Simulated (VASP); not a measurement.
# CuO in VASP: further runs, part 2 of 2

VASP 6.6.1. Earlier steps stand in the parts before.

## Step 3: Single point, BLYP+D3(BJ)+U, collinear spin, ferromagnetic start

This run uses another cell than the first one, of 11.90 Å³/atom, 1.072 times its volume.

INCAR reads:

```
SYSTEM = CuO
  PREC = Accurate
  ENCUT = 520
  EDIFF = 1E-7
  ISMEAR = 0
  SIGMA = 0.05
  LREAL = .False.
  LASPH = .True.
  NELM = 150
  ALGO = Normal
  ISIF = 2
  LWAVE = .False.
  LCHARG = .False.
  ISPIN = 2
  MAGMOM = 0.62 0.62 0.38 0.38
  LORBIT = 11
  LMAXMIX = 4
  LDAU = .True.
  LDAUTYPE = 2
  LDAUL = 2 -1
  LDAUU = 4 0
  LDAUJ = 0 0
  LDAUPRINT = 1
  GGA = B5
  ALDAX = 1.0
  AGGAX = 1.0
  AGGAC = 1.0
  ALDAC = 0.0
  IVDW = 12
  VDW_S6 = 1.0
  VDW_S8 = 2.6996
  VDW_A1 = 0.4298
  VDW_A2 = 4.2359
  NBANDS = 29
```

KPOINTS reads:

```
Automatic mesh
0
Gamma
  8 8 6
  0 0 0
```

POSCAR reads:

```
CuO
1.0
    2.1556883996     -2.0848155544      0.1677671368
    2.1556883996      2.0848155544      0.1677671368
   -0.4169581023      0.0000000000      5.2631778412
Cu O
2 2
Direct
    0.0000000000      0.5000000000      0.0000000000
    0.5000000000      0.0000000000      0.5000000000
    0.5004055479      0.4995944521      0.2500000000
    0.4995944521      0.5004055479      0.7500000000
```

Potentials or basis: VASP PAW PBE potentials, release 64 (Cu, O).

On the command line:

```console
> cat potpaw_PBE.64/Cu/POTCAR potpaw_PBE.64/O/POTCAR > POTCAR
> mpirun -np 1 vasp_std > vasp.out
```

OUTCAR:

```text
SYSTEM = CuO
   PREC = Accurate
   ENCUT = 520
   EDIFF = 1E-7
   ISMEAR = 0
   LREAL = .False.
   LASPH = .True.
   NELM = 150
   ISIF = 2
   ISPIN = 2
   LORBIT = 11
   GGA = B5
   IVDW = 12
 IVDW          = 12

 ion  position               nearest neighbor table
   1  0.000  0.500  0.000-   3 2.00   4 2.00   4 2.00   3 2.00
   2  0.500  0.000  0.500-   4 2.00   3 2.00   4 2.00   3 2.00
   3  0.500  0.500  0.250-   2 2.00   1 2.00   2 2.00   1 2.00
   4  0.500  0.500  0.750-   1 2.00   2 2.00   2 2.00   1 2.00

  LATTYP: Found a base centered monoclinic cell.
 ALAT       =     4.3244136196
 B/A-ratio  =     0.9642072835
 C/A-ratio  =     1.2208980328
 COS(beta)  =    -0.0013878623

  Lattice vectors:

 A1 = (   2.1556883996,  -2.0848155544,   0.1677671368)
[... 1841 lines left out ...]
    -0.416958102  0.000000000  5.263177841    -0.014696146  0.000000000  0.188835026

 POSITION                                       TOTAL-FORCE (eV/Angst)
 -----------------------------------------------------------------------------------
      1.07784      1.04241      0.08388         0.000000      0.000000     -0.000000
      0.86937     -1.04241      2.71547         0.000000      0.000000     -0.000000
      2.05145     -0.00169      1.48356        -0.000000      0.000986     -0.000000
      1.84297      0.00169      4.11515        -0.000000     -0.000986      0.000000
 -----------------------------------------------------------------------------------
    total drift:                                0.000000     -0.000000     -0.000000

  FREE ENERGIE OF THE ION-ELECTRON SYSTEM (eV)
  ---------------------------------------------------
  free  energy   TOTEN  =       -17.9275756583 eV

  energy  without entropy=      -17.9271655500  energy(sigma->0) =      -17.92737060

 total charge

# of ion       s       p       d       tot
------------------------------------------
    1        0.368   0.337   9.135   9.840
    2        0.368   0.337   9.135   9.840
    3        1.550   3.407   0.000   4.957
    4        1.550   3.407   0.000   4.957
--------------------------------------------------
tot          3.836   7.488  18.270  29.594

 magnetization (x)

# of ion       s       p       d       tot
------------------------------------------
    1       -0.007   0.001   0.626   0.620
    2       -0.007   0.001   0.626   0.620
    3        0.019   0.300   0.000   0.319
    4        0.019   0.300   0.000   0.319
--------------------------------------------------
tot          0.024   0.602   1.251   1.878
```

stdout:

```text
POSCAR found type information on POSCAR CuO
 POSCAR found :  2 types and       4 ions
 scaLAPACK will be used
 -----------------------------------------------------------------------------
|                                                                             |
|                                                                             |
|     You enforced a specific xc type in the INCAR file but a different       |
|     I HOPE YOU KNOW WHAT YOU ARE DOING!                                     |
|                                                                             |
 -----------------------------------------------------------------------------

 LDA part: xc-table for (Slater(with rela. corr.)+VWN5), standard interpolation
 POSCAR, INCAR and KPOINTS ok, starting setup
 FFT: planning ... GRIDC
 FFT: planning ... GRID_SOFT
 FFT: planning ... GRID
 WAVECAR not read
 entering main loop
```

Run time: 11 min. Hardware: 1 thread of AMD EPYC 7R13, shared host; peak memory 0.32 GiB.

Results:

```yaml
Free_energy: -17.9276 eV
Pressure: -10.5 GPa
Band_gap_on_the_k_mesh: zero (filled and empty bands overlap)
Net_moment: 1.96 μB per cell
Site_moments: Cu +0.62; O +0.32 μB
Valence_electrons_inside_the_program's_atomic_spheres: Cu 9.84; O 4.96
Dispersion_energy_per_atom: -0.521 eV
```

Stress tensor (GPa, compression positive):
```
-10.74   0.00   0.01
  0.00 -10.07   0.00
  0.01   0.00 -10.60
```

Levels at points of the mesh, in eV from the Fermi level:
Spin up:
| k point | band 14 | band 15 | band 16 | band 17 | band 18 | band 19 | band 20 | band 21 | band 22 | band 23 |
| --- | --- | --- | --- | --- | --- | --- | --- | --- | --- | --- |
| (0.00, 0.00, 0.00) | -2.74 | -2.73 | -1.92 | -0.30 | -0.23 | 1.29 | 6.59 | 6.97 | 13.20 | 14.28 |
| (0.50, 0.00, 0.00) | -2.86 | -2.82 | -1.85 | -0.63 | -0.40 | 4.17 | 5.82 | 6.49 | 11.15 | 12.08 |
| (0.50, 0.50, 0.00) | -3.66 | -3.50 | -2.37 | -2.28 | 0.17 | 2.91 | 7.43 | 9.23 | 9.68 | 10.90 |
| (0.00, 0.00, 0.50) | -3.23 | -1.95 | -1.95 | -0.82 | -0.82 | 3.43 | 3.43 | 11.54 | 11.54 | 14.18 |
| (0.50, 0.00, 0.50) | -3.58 | -3.19 | -2.23 | -1.42 | -0.28 | 4.80 | 5.72 | 8.28 | 8.62 | 12.58 |
| (0.50, 0.50, 0.50) | -2.72 | -2.56 | -2.56 | -1.82 | -1.82 | 4.50 | 4.50 | 9.87 | 9.87 | 11.67 |
Spin down:
| k point | band 12 | band 13 | band 14 | band 15 | band 16 | band 17 | band 18 | band 19 | band 20 | band 21 |
| --- | --- | --- | --- | --- | --- | --- | --- | --- | --- | --- |
| (0.00, 0.00, 0.00) | -2.91 | -2.88 | -2.22 | -2.21 | -1.29 | 1.53 | 1.67 | 1.76 | 6.70 | 7.30 |
| (0.50, 0.00, 0.00) | -3.55 | -2.80 | -2.34 | -2.32 | -1.29 | 1.42 | 1.65 | 4.18 | 6.14 | 6.68 |
| (0.50, 0.50, 0.00) | -3.46 | -3.18 | -3.03 | -1.85 | -1.76 | -0.17 | 2.27 | 2.87 | 7.38 | 9.40 |
| (0.00, 0.00, 0.50) | -3.49 | -2.85 | -2.85 | -1.40 | -1.40 | 1.33 | 1.33 | 3.72 | 3.72 | 11.71 |
| (0.50, 0.00, 0.50) | -3.16 | -2.94 | -2.77 | -2.31 | -1.67 | 0.79 | 1.67 | 4.93 | 6.01 | 8.59 |
| (0.50, 0.50, 0.50) | -3.68 | -2.21 | -2.21 | -2.04 | -2.04 | 0.78 | 0.78 | 4.49 | 4.49 | 10.15 |

Eigenvalues of the final occupation matrices:
```tsv
site	spin	trace	eigenvalues
site 1 d	1	4.89	0.95 0.97 0.97 0.98 1.02
site 1 d	2	4.26	0.42 0.94 0.97 0.97 0.97
site 2 d	1	4.89	0.95 0.97 0.97 0.98 1.02
site 2 d	2	4.26	0.42 0.94 0.97 0.97 0.97
```

Caveat: the PAW data sets were made with another functional, which shifts forces and pressure a little; pairwise dispersion overbinds metals, which lowers pressure and volume. The state reached can hang on the start; a lower one may exist.

## Step 4: Single point, PBEsol+U, collinear spin, ferromagnetic start (volume scaled by 0.98)

INCAR reads:

```
SYSTEM = CuO
ALGO = Normal
EDIFF = 1E-6
ENCUT = 600
GGA = PS
GGA_COMPAT = .False.
ISIF = 2
ISMEAR = 0
ISPIN = 2
LASPH = .True.
LCHARG = .False.
LDAU = .True.
LDAUJ = 0 0
LDAUL = 2 -1
LDAUPRINT = 1
LDAUTYPE = 2
LDAUU = 4 0
LMAXMIX = 4
LORBIT = 11
LREAL = .False.
LWAVE = .False.
MAGMOM = 0.62 0.62 0.35 0.35
NBANDS = 29
NELM = 200
PREC = Accurate
SIGMA = 0.05
```

KPOINTS reads:

```
k-points
0
Gamma
  8 8 6
  0 0 0
```

POSCAR reads:

```
CuO
1.0
    2.0366062956     -2.0112780899      0.1618612980
    2.0366062956      2.0112780899      0.1618612980
   -0.4043822582      0.0000000000      5.1299407462
Cu O
2 2
Direct
    0.0000000000      0.5000000000      0.0000000000
    0.5000000000      0.0000000000      0.5000000000
    0.4997977632      0.5002022368      0.2500000000
    0.5002022368      0.4997977632      0.7500000000
```

On the command line:

```console
> cat potpaw_PBE.64/Cu/POTCAR potpaw_PBE.64/O/POTCAR > POTCAR
> mpirun -np 1 vasp_std > vasp.out
```

It took 4 min on 1 thread of Intel Xeon 6975P-C, shared host; peak memory 0.36 GiB.

The run converged. Its results:

* Free energy: -18.9376 eV
* Pressure: -0.7 GPa
* Net moment: 1.93 μB per cell
* Site moments: Cu +0.62; O +0.31 μB
* Valence electrons inside the program's atomic spheres: Cu 9.99; O 4.98

Stress tensor (GPa, compression positive):
```
-0.41  0.00  0.07
 0.00 -0.35  0.00
 0.07  0.00 -1.44
```

Levels at points of the mesh, in eV from the Fermi level:
Spin up:
```csv
k point,band 16,band 17,band 18,band 19,band 20,band 21
"(0.00, 0.00, 0.00)",-2.46,-0.17,-0.13,1.47,6.46,7.46
"(0.50, 0.00, 0.00)",-2.00,-0.63,-0.34,3.77,6.21,6.97
"(0.50, 0.50, 0.00)",-2.28,-2.25,0.34,2.37,7.50,9.97
"(0.00, 0.00, 0.50)",-2.12,-0.82,-0.82,3.63,3.63,11.87
"(0.50, 0.00, 0.50)",-2.58,-1.27,-0.14,4.56,6.13,8.66
"(0.50, 0.50, 0.50)",-2.55,-1.80,-1.80,4.16,4.16,11.19
```
Spin down:
```csv
k point,band 12,band 13,band 14,band 15,band 16,band 17,band 18,band 19,band 20,band 21
"(0.00, 0.00, 0.00)",-3.14,-2.95,-2.65,-2.64,-1.85,1.74,1.79,1.84,6.56,7.81
"(0.50, 0.00, 0.00)",-3.53,-3.51,-2.50,-2.31,-1.42,1.51,1.71,3.79,6.54,7.16
"(0.50, 0.50, 0.00)",-3.65,-3.57,-3.55,-1.73,-1.69,-0.23,2.33,2.49,7.43,10.13
"(0.00, 0.00, 0.50)",-3.52,-3.07,-3.07,-1.55,-1.55,1.33,1.33,3.93,3.93,12.05
"(0.50, 0.00, 0.50)",-3.57,-3.21,-2.83,-2.34,-2.01,0.93,1.78,4.70,6.43,8.86
"(0.50, 0.50, 0.50)",-3.63,-2.40,-2.40,-2.00,-2.00,0.84,0.84,4.15,4.15,11.45
```

Eigenvalues of the final occupation matrices:
```csv
site,spin,trace,eigenvalues
site 1 d,1,4.90,0.95 0.97 0.97 0.98 1.03
site 1 d,2,4.28,0.44 0.94 0.96 0.96 0.97
site 2 d,1,4.90,0.95 0.97 0.97 0.98 1.03
site 2 d,2,4.28,0.44 0.94 0.96 0.96 0.97
```

Caveat: the cell differs from its parent crystal (volume scaled by 0.98); the PAW data sets were made with another functional, which shifts forces and pressure a little. The state reached can hang on the start; a lower one may exist.

## Step 5: The runs side by side

```csv
level,cell,cutoff (eV),gap on the mesh (eV),pressure (GPa),moment (μB)
BLYP+D3(BJ)+U,"a = 2.913, b = 2.913, c = 5.233 Å, angles 90.0, 90.0, 89.2°, 4 atoms",520,none,-2.8,1.96
BLYP+D3(BJ)+U,"a = 3.004, b = 3.004, c = 5.280 Å, angles 90.1, 90.1, 87.9°, 4 atoms",520,none,-10.5,1.96
PBEsol+U,"a = 2.867, b = 2.867, c = 5.146 Å, angles 90.0, 90.0, 89.1°, 4 atoms",600,none,-0.7,1.93
```

Alike in all rows: task single point; potentials or basis VASP PAW PBE potentials, release 64 (Cu, O); spin collinear, ferromagnetic start; Cu d U = 4.0 eV; k mesh 8 × 8 × 6; smearing gaussian 0.05 eV.

Caveats: the PAW data sets were made with another functional, which shifts forces and pressure a little; pairwise dispersion overbinds metals, which lowers pressure and volume (some runs).

Total energies depend on the potentials used, so only differences within one code and one set of settings carry meaning.
